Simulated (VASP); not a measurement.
# SiSnTe3 (Pm-3m) in VASP: single point with PBE

Aim: the single point of SiSnTe3 with PBE.

All numbers are computed with VASP 6.6.1; they aren't measurements. Logs are shortened: lines on timing, memory, paths and dates and some standing lists are left out, and cuts for length are marked.

### 1 The cell of the first run

The structure is cubic, space group Pm-3m (No. 221). Conventional cell: a = 4.956 Å, b = 4.956 Å, c = 4.956 Å, α = 90.00°, β = 90.00°, γ = 90.00°. Si (site symmetry m-3m) has 6 Te at 2.48 Å within 3.3 Å. Sn (site symmetry m-3m) has 12 Te at 3.50 Å and 8 Si at 4.29 Å within 4.6 Å. Te (site symmetry 4/mmm) has 2 Si at 2.48 Å within 3.3 Å.

### 2 Single point, PBE

Input file INCAR:

```
ALGO = Normal
EDIFF = 1E-6
ENCUT = 500
GGA = PE
GGA_COMPAT = F
ISIF = 2
ISMEAR = 0
LASPH = T
LCHARG = F
LREAL = F
LWAVE = F
NBANDS = 26
NELM = 120
PREC = Accurate
SIGMA = 0.1
```

Input file KPOINTS:

```
k-points
0
Gamma
  4 4 4
```

Input file POSCAR:

```
SiSnTe3
1.0
    4.9559874100      0.0000000000      0.0000000000
    0.0000000000      4.9559874100      0.0000000000
    0.0000000000      0.0000000000      4.9559874100
Si Sn Te
1 1 3
Direct
    0.5000000000      0.5000000000      0.5000000000
    0.0000000000      0.0000000000      0.0000000000
    0.0000000000      0.5000000000      0.5000000000
    0.5000000000      0.0000000000      0.5000000000
    0.5000000000      0.5000000000      0.0000000000
```

Potentials or basis: VASP PAW PBE potentials, release 64 (Si, Sn_d, Te).

Launch:

```sh
$ cat potpaw_PBE.64/Si/POTCAR potpaw_PBE.64/Sn_d/POTCAR potpaw_PBE.64/Te/POTCAR > POTCAR
$ mpirun -np 1 vasp_std > vasp.out
```

OUTCAR:

```text
EDIFF = 1E-6
   ENCUT = 500
   GGA = PE
   ISIF = 2
   ISMEAR = 0
   LASPH = T
   LREAL = F
   NELM = 120
   PREC = Accurate

 ion  position               nearest neighbor table
   1  0.500  0.500  0.500-   3 2.48   4 2.48   5 2.48   5 2.48   4 2.48   3 2.48
   2  0.000  0.000  0.000-   3 3.50   4 3.50   5 3.50   3 3.50   4 3.50   3 3.50   5 3.50   3 3.50
                             4 3.50   5 3.50   4 3.50   5 3.50
   3  0.000  0.500  0.500-   1 2.48   1 2.48   4 3.50   5 3.50   2 3.50   5 3.50   2 3.50   4 3.50
                             2 3.50   2 3.50   4 3.50   5 3.50   5 3.50   4 3.50
   4  0.500  0.000  0.500-   1 2.48   1 2.48   3 3.50   5 3.50   2 3.50   5 3.50   2 3.50   3 3.50
                             5 3.50   5 3.50   2 3.50   3 3.50   2 3.50   3 3.50
   5  0.500  0.500  0.000-   1 2.48   1 2.48   3 3.50   4 3.50   2 3.50   3 3.50   4 3.50   2 3.50
                             4 3.50   4 3.50   2 3.50   3 3.50   3 3.50   2 3.50

  LATTYP: Found a simple cubic cell.
 ALAT       =     4.9559874100

  Lattice vectors:

 A1 = (   4.9559874100,   0.0000000000,   0.0000000000)
 A2 = (   0.0000000000,   4.9559874100,   0.0000000000)
 A3 = (   0.0000000000,   0.0000000000,   4.9559874100)

Analysis of symmetry for initial positions (statically):
=====================================================================
 Subroutine PRICEL returns:
 Original cell was already a primitive cell.

 Routine SETGRP: Setting up the symmetry group for a
 simple cubic supercell.

 Subroutine GETGRP returns: Found 48 space group operations
 (whereof 48 operations were pure point group operations)
 out of a pool of 48 trial point group operations.

The static configuration has the point symmetry O_h .

Analysis of symmetry for dynamics (positions and initial velocities):
=====================================================================
 Subroutine PRICEL returns:
 Original cell was already a primitive cell.

 Routine SETGRP: Setting up the symmetry group for a
 simple cubic supercell.

 Subroutine GETGRP returns: Found 48 space group operations
 (whereof 48 operations were pure point group operations)
 out of a pool of 48 trial point group operations.

The dynamic configuration has the point symmetry O_h .

 Subroutine INISYM returns: Found 48 space group operations
 (whereof 48 operations are pure point group operations),
 and found     1 'primitive' translations

----------------------------------------------------------------------------------------

                                     Primitive cell

  volume of cell :     121.7280

  direct lattice vectors                    reciprocal lattice vectors
     4.955987410  0.000000000  0.000000000     0.201776138  0.000000000  0.000000000
     0.000000000  4.955987410  0.000000000     0.000000000  0.201776138  0.000000000
     0.000000000  0.000000000  4.955987410     0.000000000  0.000000000  0.201776138

  length of vectors
     4.955987410  4.955987410  4.955987410     0.201776138  0.201776138  0.201776138

  position of ions in fractional coordinates (direct lattice)
     0.500000000  0.500000000  0.500000000
     0.000000000  0.000000000  0.000000000
     0.000000000  0.500000000  0.500000000
     0.500000000  0.000000000  0.500000000
     0.500000000  0.500000000  0.000000000

  ion indices of the primitive-cell ions
   primitive index   ion index
                 1           1
                 2           2
                 3           3
                 4           4
                 5           5

----------------------------------------------------------------------------------------

 KPOINTS: k-points

Automatic generation of k-mesh.
 Grid dimensions read from file:
 generate k-points for:    4    4    4

 Generating k-lattice:

  Cartesian coordinates                     Fractional coordinates (reciprocal lattice)
     0.050444035  0.000000000  0.000000000     0.250000000  0.000000000  0.000000000
     0.000000000  0.050444035  0.000000000     0.000000000  0.250000000  0.000000000
     0.000000000  0.000000000  0.050444035     0.000000000  0.000000000  0.250000000

  Length of vectors
     0.050444035  0.050444035  0.050444035

  Shift w.r.t. Gamma in fractional coordinates (k-lattice)
     0.000000000  0.000000000  0.000000000

 Subroutine IBZKPT returns following result:
 ===========================================

 Found     10 irreducible k-points:

 Following reciprocal coordinates:
            Coordinates               Weight
  0.000000  0.000000  0.000000      1.000000
  0.250000  0.000000  0.000000      6.000000
  0.500000  0.000000  0.000000      3.000000
  0.250000  0.250000  0.000000     12.000000
  0.500000  0.250000  0.000000     12.000000
  0.500000  0.500000  0.000000      3.000000
  0.250000  0.250000  0.250000      8.000000
  0.500000  0.250000  0.250000     12.000000
  0.500000  0.500000  0.250000      6.000000
  0.500000  0.500000  0.500000      1.000000
   k-points           NKPTS =     10   k-points in BZ     NKDIM =     10   number of bands    NBANDS=     26
   number of dos      NEDOS =    301   number of ions     NIONS =      5
   total plane-waves  NPLWV =  46656
   dimension x,y,z NGX =    36 NGY =   36 NGZ =   36
   dimension x,y,z NGXF=    72 NGYF=   72 NGZF=   72
   ions per type =               1   1   3
   NGX,Y,Z   is equivalent  to a cutoff of  12.08, 12.08, 12.08 a.u.
   NGXF,Y,Z  is equivalent  to a cutoff of  24.15, 24.15, 24.15 a.u.
 SYSTEM =  unknown system
   PREC   = accura    normal or accurate (medium, high low for compatibility)
   ISTART =      0    job   : 0-new  1-cont  2-samecut
   ICHARG =      2    charge: 1-file 2-atom 10-const
   ISPIN  =      1    spin polarized calculation?
   LNONCOLLINEAR =      F non collinear calculations
   LSORBIT =      F    spin-orbit coupling
   LASPH  =      T    aspherical Exc in radial PAW
   ENCUT  =  500.0 eV  36.75 Ry    6.06 a.u.   9.04  9.04  9.04*2*pi/ulx,y,z
   NELM   =    120;   NELMIN=  2; NELMDL= -5     # of ELM steps
   EDIFF  = 0.1E-05   stopping-criterion for ELM
   LREAL  =      F    real-space projection
   EDIFFG = 0.1E-04   stopping-criterion for IOM
   NSW    =      0    number of steps for IOM
   IBRION =     -1    ionic relax: 0-MD 1-quasi-New 2-CG
   NFREE  =      0    steps in history (QN), initial steepest desc. (CG)
   ISIF   =      2    stress and relaxation
   ISYM   =      2    0-nonsym 1-usesym 2-fastsym
   POTIM  = 0.5000    time-step for ionic-motion
   TEBEG  =    0.0;   TEEND  =   0.0 temperature during run
   PSTRESS=    0.0 pullay stress
   NELECT =      36.0000    total number of electrons
   NUPDOWN=      -1.0000    fix difference up-down
   EMIN   =  10.00;   EMAX   =-10.00  energy-range for DOS
   EFERMI =   0.00;   METHOD = LEGACY
   ISMEAR =     0;   SIGMA  =   0.10  broadening in eV -4-tet -1-fermi 0-gaus
   EFERMI_NEDOS =   21; number of points for ismear=-14 and -15
   IALGO  =     38    algorithm
   IMIX   =      4    mixing-type and parameters
     AMIX     =   0.40;   BMIX     =  1.00
     AMIX_MAG =   1.60;   BMIX_MAG =  1.00
  volume/ion in A,a.u.               =      24.35       164.29
  Fermi-wavevector in a.u.,A,eV,Ry     =   1.090717  2.061157 16.186360  1.189664
  Thomas-Fermi vector in A             =   2.226947
   LORBIT       =      0    0 simple, 1 ext, 2 COOP (PROOUT), +10 PAW based schemes
   GGA     = PE    functional components
   LHFCALC =     F    Hartree Fock is set to
   AEXX    =    0.0000 exact exchange contribution
   IVDW    =     0    specifies the selected vdW correction
   LEPSILON=     F    determine dielectric tensor
   LRPA    =     F    only Hartree local field effects (RPA)
 non-spin polarized calculation
 Gauss-broadening in eV      SIGMA  =   0.10
  energy-cutoff  :      500.00
  volume of cell :      121.73
 maximum number of plane-waves:      3136
   NGX = 19   NGY = 19   NGZ = 19

 number of electron      35.9999983 magnetization

 Free energy of the ion-electron system (eV)
  ---------------------------------------------------
  ext. energy  EPLUGINS =         0.00000000
  ---------------------------------------------------
  free energy    TOTEN  =       -15.84422314 eV

  energy without entropy =      -15.81490469  energy(sigma->0) =      -15.82956391

 E-fermi :   8.6771     XC(G=0): -10.3224

 val. band max:        8.6582271327   @ k =   0.2500   0.2500   0.0000
 cond. band min:       8.7817332743   @ k =   0.5000   0.2500   0.2500
 fundamental gap:      0.1235061416
 Fermi energy:         8.6770633979

 k-point     1 :       0.0000    0.0000    0.0000
  band No.  band energies     occupation
      1     -13.0982      2.00000
      2     -13.0982      2.00000
      3     -13.0969      2.00000
      4     -13.0969      2.00000
      5     -13.0969      2.00000
      6      -6.1562      2.00000
[... 18 lines left out ...]
     25      12.5323      0.00000
     26      12.5495      0.00000

 k-point     2 :       0.2500    0.0000    0.0000
  band No.  band energies     occupation
      1     -13.0980      2.00000
      2     -13.0975      2.00000
      3     -13.0975      2.00000
      4     -13.0970      2.00000
      5     -13.0969      2.00000
      6      -5.8752      2.00000
[... 18 lines left out ...]
     25      13.4456      0.00000
     26      13.7969      0.00000

 k-point     3 :       0.5000    0.0000    0.0000
  band No.  band energies     occupation
      1     -13.0981      2.00000
      2     -13.0981      2.00000
      3     -13.0978      2.00000
      4     -13.0968      2.00000
      5     -13.0958      2.00000
      6      -5.4329      2.00000
[... 166 lines left out ...]
 k-point     9 :       0.5000    0.5000    0.2500
  band No.  band energies     occupation
      1     -13.0998      2.00000
      2     -13.0988      2.00000
      3     -13.0988      2.00000
      4     -13.0953      2.00000
      5     -13.0941      2.00000
      6      -4.1676      2.00000
[... 18 lines left out ...]
     25      14.9785      0.00000
     26      15.7076      0.00000

 k-point    10 :       0.5000    0.5000    0.5000
  band No.  band energies     occupation
      1     -13.0997      2.00000
      2     -13.0997      2.00000
      3     -13.0997      2.00000
      4     -13.0940      2.00000
      5     -13.0940      2.00000
      6      -3.2270      2.00000
[... 18 lines left out ...]
     25      12.9343      0.00000
     26      15.5688      0.00000

------------------------ aborting loop because EDIFF is reached ----------------------------------------

  FORCE on cell =-STRESS in cart. coord.  units (eV):
  Direction    XX          YY          ZZ          XY          YZ          ZX
  --------------------------------------------------------------------------------------
  -------------------------------------------------------------------------------------
  Total       12.0352566     12.0352566     12.0352566     -0.0000000     -0.0000000      0.0000000
  in kB      158.4073593    158.4073593    158.4073593     -0.0000000     -0.0000000      0.0000000
  external PRESSURE =     158.4073593 kB  Pullay stress =       0.0000000 kB

 VOLUME and BASIS-vectors are now :
 -----------------------------------------------------------------------------
  energy-cutoff  :      500.00
  volume of cell :      121.73
      direct lattice vectors                 reciprocal lattice vectors
     4.955987410  0.000000000  0.000000000     0.201776138  0.000000000  0.000000000
     0.000000000  4.955987410  0.000000000     0.000000000  0.201776138  0.000000000
     0.000000000  0.000000000  4.955987410     0.000000000  0.000000000  0.201776138

 POSITION                                       TOTAL-FORCE (eV/Angst)
 -----------------------------------------------------------------------------------
      2.47799      2.47799      2.47799         0.000000      0.000000      0.000000
      0.00000      0.00000      0.00000         0.000000      0.000000      0.000000
      0.00000      2.47799      2.47799         0.000000      0.000000      0.000000
      2.47799      0.00000      2.47799         0.000000      0.000000      0.000000
      2.47799      2.47799      0.00000         0.000000      0.000000      0.000000
 -----------------------------------------------------------------------------------
    total drift:                                0.000000      0.000000      0.000000

  FREE ENERGIE OF THE ION-ELECTRON SYSTEM (eV)
  ---------------------------------------------------
  free  energy   TOTEN  =       -15.8442231364 eV

  energy  without entropy=      -15.8149046891  energy(sigma->0) =      -15.82956391
```

Wall time 13 s (1 thread of Intel Xeon 6975P-C (Granite Rapids), shared host); peak memory 0.21 GiB.

Results:

```yaml
Free_energy: -15.8442 eV
Pressure: 15.8 GPa
Band_gap_on_the_k_mesh: zero (band 18 reaches 10.01 eV, above the bottom of band 19 at 7.61 eV)
```

Levels at points of the mesh, in eV from the Fermi level:
| k point | band 15 | band 16 | band 17 | band 18 | band 19 | band 20 | band 21 | band 22 |
| --- | --- | --- | --- | --- | --- | --- | --- | --- |
| (0.00, 0.00, 0.00) | -1.73 | -1.73 | -1.07 | -1.07 | -1.07 | 2.92 | 2.92 | 2.92 |
| (0.50, 0.00, 0.00) | -2.09 | -1.18 | -0.83 | -0.83 | -0.39 | 2.05 | 2.05 | 2.28 |
| (0.50, 0.50, 0.00) | -2.61 | -2.61 | -1.23 | -0.09 | 0.70 | 0.70 | 1.26 | 2.36 |
| (0.50, 0.50, 0.50) | -1.17 | 1.33 | 1.33 | 1.33 | 1.40 | 1.40 | 1.40 | 3.36 |

Caveat: spin-orbit coupling is left out, which moves the levels of the heavy elements.
